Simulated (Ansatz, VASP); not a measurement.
**SnO2: VASP beside Ansatz**

Contents of INCAR:

```
SYSTEM = SnO2
PREC = Accurate ; ENCUT = 520
EDIFF = 1E-6 ; ISMEAR = 0
SIGMA = 0.05 ; LREAL = .FALSE.
LASPH = .TRUE. ; NELM = 80
ALGO = Normal ; ISIF = 2
LWAVE = .FALSE. ; LCHARG = .FALSE.
GGA = PE ; IVDW = 12
NBANDS = 64
```

The input KPOINTS:

```
regular mesh
0
G
  6 6 6
  0 0 0
```

POSCAR

```
SnO2
1.0
    3.2373377712      1.8690778337      4.2908446647
   -3.2373377712      1.8690778337      4.2908446647
    0.0000000000     -3.7381556673      4.2908446647
Sn O
4 8
Direct
    0.8611686447      0.8665840647      0.8665840644
    0.3611974171      0.3665872804      0.8665889026
    0.3611974170      0.8665889029      0.3665872801
    0.8611808527      0.3665906084      0.3665906081
    0.1406834709      0.6113953584      0.6113953539
    0.6406909654      0.1114463333      0.6114147629
    0.6406909654      0.6114147675      0.1114463287
    0.6155804096      0.6048158112      0.6048158176
    0.1406881404      0.1114362612      0.1114362567
    0.1156104346      0.1047724955      0.6047844695
    0.1156104346      0.6047844630      0.1047725019
    0.6156204481      0.1047928502      0.1047928566
```

Input for Ansatz:

```yaml
crystal:
  lattice:
    - [3.2373377712, 1.8690778337, 4.2908446647]
    - [-3.2373377712, 1.8690778337, 4.2908446647]
    - [0.0, -3.7381556673, 4.2908446647]
  atoms:
    - { symbol: Sn, position: [0.8611686447, 0.8665840647, 0.8665840644] }
    - { symbol: Sn, position: [0.3611974171, 0.3665872804, 0.8665889026] }
    - { symbol: Sn, position: [0.361197417, 0.8665889029, 0.3665872801] }
    - { symbol: Sn, position: [0.8611808527, 0.3665906084, 0.3665906081] }
    - { symbol: O, position: [0.1406834709, 0.6113953584, 0.6113953539] }
    - { symbol: O, position: [0.6406909654, 0.1114463333, 0.6114147629] }
    - { symbol: O, position: [0.6406909654, 0.6114147675, 0.1114463287] }
    - { symbol: O, position: [0.6155804096, 0.6048158112, 0.6048158176] }
    - { symbol: O, position: [0.1406881404, 0.1114362612, 0.1114362567] }
    - { symbol: O, position: [0.1156104346, 0.1047724955, 0.6047844695] }
    - { symbol: O, position: [0.1156104346, 0.604784463, 0.1047725019] }
    - { symbol: O, position: [0.6156204481, 0.1047928502, 0.1047928566] }
basis:
  ecutwfc: 520.0
kpoints:
  mp_grid: { grid: [6, 6, 6] }
hamiltonian:
  xc: pbe
  pseudopotentials: { kind: paw, azcp: { folder: soft_1 } }
  dispersion: d3bj
scf:
  occupations: { method: gaussian, width: 0.05 }
output:
  forces: true
  stress: true
  eigenvalues: true
  write_density: true
  write_potential: true
  elf: true
  volumetric_format: npy
```

Change from the starting cell: mode 20 frozen in at +0.075 Å and mode 26 at +0.035 Å (largest displacements).

Alike in both runs: task single point; functional PBE; dispersion D3(BJ); k mesh 6 × 6 × 6; occupations gaussian, width 0.05 eV; no spin polarisation.

|  | VASP | Ansatz |
| --- | --- | --- |
| version | VASP 6.6.1 | Ansatz 0.2.0 |
| potentials or method | VASP PAW PBE potentials, release 64 (Sn_d, O), cutoff 520 eV | scalar-relativistic, plane waves, PAW |
| valence electrons in the cell | 104 | 104 |

VASP gave:

| Property | Result |
| --- | --- |
| gap on the k mesh at the Fermi level (eV) | 1.54 |
| least direct gap on the mesh (eV) | 1.54 |
| pressure (GPa) | 1.8 |
| traceless stress, the component that is largest in VASP (GPa) | 1.77 |
| rms of the force components (eV/Å) | 0.528 |

Estimate Ansatz's values.

gap on the k mesh at the Fermi level (eV): 1.56; least direct gap on the mesh (eV): 1.56; pressure (GPa): 1.1; traceless stress, the component that is largest in VASP (GPa): 1.74; rms of the force components (eV/Å): 0.510.

Atom by atom the forces differ by 0.031 eV/Å (rms over components).
